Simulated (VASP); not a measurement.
A run of VASP 6.6.1:

Contents of INCAR:

```
ALGO = Normal
EDIFF = 1E-6
ENCUT = 520
GGA = PE
ISIF = 2
ISMEAR = 0
LASPH = T
LCHARG = F
LREAL = F
LWAVE = F
NBANDS = 13
NELM = 60
PREC = Accurate
SIGMA = 0.1
```

Contents of KPOINTS:

```
k-points
0
Gamma
  6 6 6
```

Contents of POSCAR:

```
W
1.0
   -1.5851577801      1.5851577801      1.5851577801
    1.5851577801     -1.5851577801      1.5851577801
    1.5851577801      1.5851577801     -1.5851577801
W
1
Direct
    0.1577130070      0.1577130070      0.0000000000
```

Potentials or basis: VASP PAW PBE potentials, release 64 (W_sv).

Launch:

```sh
$ cat potpaw_PBE.64/W_sv/POTCAR > POTCAR
$ mpirun -np 1 vasp_std > vasp.out
```

Hardware: 1 thread of Intel(R) Xeon(R) Platinum 8259CL CPU @ 2.50GHz (Skylake/Cascade Lake), with other jobs on the host.

Q: How long does it take, and how much memory?

A: It took 3.2 s on 1 thread of Intel(R) Xeon(R) Platinum 8259CL CPU @ 2.50GHz (Skylake/Cascade Lake) (shared host), peak memory 0.12 GiB. Counts: scf iterations 11, k points 16.
